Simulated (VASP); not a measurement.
Input of a VASP 6.6.1 run:

The input INCAR:

```
SYSTEM = Ni
ALGO = Normal
DIPOL = 0.5 0.5 0.500
EDIFF = 1E-6
ENCUT = 520
GGA = PE
IDIPOL = 3
ISIF = 2
ISMEAR = 0
ISPIN = 2
LASPH = .TRUE.
LCHARG = .FALSE.
LDIPOL = .TRUE.
LMAXMIX = 4
LORBIT = 11
LREAL = .FALSE.
LWAVE = .FALSE.
MAGMOM = 0.75 0.75 0.75 0.75
NBANDS = 32
NELM = 150
PREC = Accurate
SIGMA = 0.1
```

File KPOINTS:

```
k-points
0
G
  14 14 1
  0 0 0
```

File POSCAR:

```
Ni
1.0
    2.4879381090      0.0000000000      0.0000000000
    0.0000000000      2.4879381090      0.0000000000
    0.0000000000      0.0000000000     20.2777137241
Ni
4
Direct
    0.5000000000      0.5000000000      0.3723549708
    0.0000000000      0.0000000000      0.4559085050
    0.5000000000      0.5000000000      0.5440910347
    0.0000000000      0.0000000000      0.6276454895
```

Potentials or basis: VASP PAW PBE potentials, release 64 (Ni).

Run with:

```sh
$ cat potpaw_PBE.64/Ni/POTCAR > POTCAR
$ mpirun -np 1 vasp_std > vasp.out
```

Problem. Estimate the net moment.

Solution. 2.70 μB per cell.

Problem. Estimate the largest force.

Solution. 0.009 eV/Å.

Forces in eV/Å, atoms in the order of the input:
```
Ni   0.000  0.000 -0.006
Ni   0.000  0.000  0.009
Ni   0.000  0.000 -0.009
Ni   0.000  0.000  0.006
```
